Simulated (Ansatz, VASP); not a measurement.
Two plane-wave programs on LuSc2N3

```xyz
6
Lattice="3.2461 0.0000 0.0000 0.0000 3.2461 0.0000 0.0000 0.0000 8.7857" Properties=species:S:1:pos:R:3 pbc="T T T"
Lu    0.0000    0.0000    2.3516
Sc    1.6230    1.6230    5.3582
Sc    1.6230    1.6230    8.2883
N     1.6230    0.0000    6.6592
N     0.0000    1.6230    6.6592
N     0.0000    0.0000    0.3520
```

Alike in both runs: functional PBE; k mesh 12 × 12 × 6; occupations gaussian, width 0.1 eV; no spin polarisation.

Ansatz relaxed the structure, and its values are those at the end. VASP's run is a single point on that final structure, the one shown.

|  | VASP | Ansatz |
| --- | --- | --- |
| version | VASP 6.6.1 | Ansatz 0.2.0 |
| potentials or method | VASP PAW PBE potentials, release 64 (Lu, Sc_sv, N), cutoff 520 eV | scalar-relativistic, plane waves, PAW |
| valence electrons in the cell | 62 | 62 |

|  | VASP | Ansatz | Ansatz less VASP |
| --- | --- | --- | --- |
| gap on the k mesh at the Fermi level (eV) | none | none | - |
| pressure (GPa) | 0.6 | 0.0 | -0.62 |
| rms of the force components (eV/Å) | 0.057 | 0.001 | -0.0563 |

A gap of «none» marks a metal or a gap that the smearing closes. The functional is the same, so the differences come from potentials, cutoffs and numerics.

Neither program's run includes spin-orbit coupling.
